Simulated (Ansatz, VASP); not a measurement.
## SiC: VASP beside Ansatz

```xyz
4
Lattice="3.0760 0.0000 0.0000 -1.5380 2.6639 0.0000 0.0000 0.0000 5.1490" Properties=species:S:1:pos:R:3 pbc="T T T"
Si    0.0000    1.7759    0.0000
Si    1.5380    0.8880    2.5745
C     0.0000    1.7759    1.9823
C     1.5380    0.8880    4.5568
```

Change from the starting cell: zz strain of +2 %.

Alike in both runs: task single point; functional PBE; k mesh 15 × 15 × 8; occupations fermi-dirac, width 0.08 eV; no spin polarisation.

|  | VASP | Ansatz |
| --- | --- | --- |
| version | VASP 6.6.1 | Ansatz 0.2.0 |
| potentials or method | VASP PAW PBE potentials, release 64 (Si, C), cutoff 520 eV | all-electron LAPW, scalar-relativistic |

Ansatz gave:

- pressure (GPa): -0.1
- traceless stress, the component that is largest in VASP (GPa): -9.04
- rms of the force components (eV/Å): 0.480

Task: Which values does VASP return?

Result: Pressure (GPa): -0.1; traceless stress, the component that is largest in VASP (GPa): -9.09; rms of the force components (eV/Å): 0.480.

Atom by atom the forces differ by 0.000 eV/Å (rms over components). Ansatz ran all-electron here, and VASP with PAW potentials.
